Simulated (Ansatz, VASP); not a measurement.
# Two plane-wave programs on Se

Contents of POSCAR:

```
Se
1.0
    4.3662000000      0.0000000000      0.0000000000
   -2.1831000000      3.7812401180      0.0000000000
    0.0000000000      0.0000000000      4.9536000000
Se
3
Direct
    0.7746000000      0.7746000000      0.0000000000
    0.0000000000      0.2254000000      0.6666666667
    0.2254000000      0.0000000000      0.3333333333
```

INCAR.step1

```
SYSTEM = Se
PREC = Accurate ; ENCUT = 400
EDIFF = 1E-5 ; ISMEAR = 1
SIGMA = 0.15 ; LREAL = .False.
LASPH = .True. ; NELM = 120
ALGO = Normal ; ISIF = 2
LWAVE = .True. ; LCHARG = .False.
GGA = PE ; NBANDS = 16
GGA_COMPAT = .False.
```

Contents of INCAR.step2:

```
SYSTEM = Se
PREC = Accurate ; ENCUT = 400
EDIFF = 1E-6 ; ISMEAR = 1
SIGMA = 0.15 ; LREAL = .False.
LASPH = .True. ; NELM = 120
ALGO = Normal ; ISIF = 2
LWAVE = .False. ; LCHARG = .False.
GGA = B5 ; LHFCALC = .True.
AEXX = 0.2 ; AGGAX = 0.72
AGGAC = 0.81 ; ALDAC = 0.19
PRECFOCK = Normal ; ISTART = 1
NBANDS = 16 ; GGA_COMPAT = .False.
```

KPOINTS

```
regular mesh
0
Gamma
  5 5 4
  0 0 0
```

File input.yaml:

```yaml
crystal:
  lattice: { a: 4.3662, b: 4.3662, c: 4.9536, alpha: 90.0, beta: 90.0, gamma: 120.0 }
  space_group: 152
  reduce_to_primitive: true
  atoms:
    - { symbol: Se, wyckoff: "3a", position: [0.7746, 0.7746, 0.0] }
hamiltonian:
  xc: b3lyp5
  pseudopotentials: { kind: paw }
kpoints:
  mp_grid: { grid: [5, 5, 4] }
scf:
  occupations: { method: methfessel_paxton, width: 0.15 }
  n_extra_bands: 7
output:
  forces: true
  stress: true
  eigenvalues: true
  dos: { projected: true, de: 0.05 }
```

Alike in both runs: functional B3LYP5; k mesh 5 × 5 × 4; occupations methfessel-paxton of order 1, width 0.15 eV; no spin polarisation.

|  | VASP | Ansatz |
| --- | --- | --- |
| version | VASP 6.6.1 | Ansatz 0.2.0 |
| potentials or method | VASP PAW PBE potentials, release 64 (Se) | Ansatz PAW |
| plane-wave cutoff (eV) | 400 | 420 |
| valence electrons in the cell | 18 | 48 |
| task | single point | projected density of states |

Ansatz gave:

| Quantity | Value |
| --- | --- |
| gap on the k mesh at the Fermi level (eV) | 2.41 |
| least direct gap on the mesh (eV) | 2.48 |
| pressure (GPa) | 4.0 |
| traceless stress, the component that is largest in VASP (GPa) | 0.46 |
| rms of the force components (eV/Å) | 0.084 |

Q: Estimate VASP's values.

A: gap on the k mesh at the Fermi level (eV): 2.43; least direct gap on the mesh (eV): 2.49; pressure (GPa): 3.9; traceless stress, the component that is largest in VASP (GPa): 0.46; rms of the force components (eV/Å): 0.093.

VASP's potentials were made for PBE, not for B3LYP5. Atom by atom the forces differ by 0.009 eV/Å (rms over components). VASP's potentials hold 18 valence electrons a cell and Ansatz's 48, so a difference there can come from the potentials and not from the codes.

Noted on Ansatz's run: odd divisions of the mesh miss points on the zone boundary, where band edges often lie, so the gap on the mesh can be too wide.
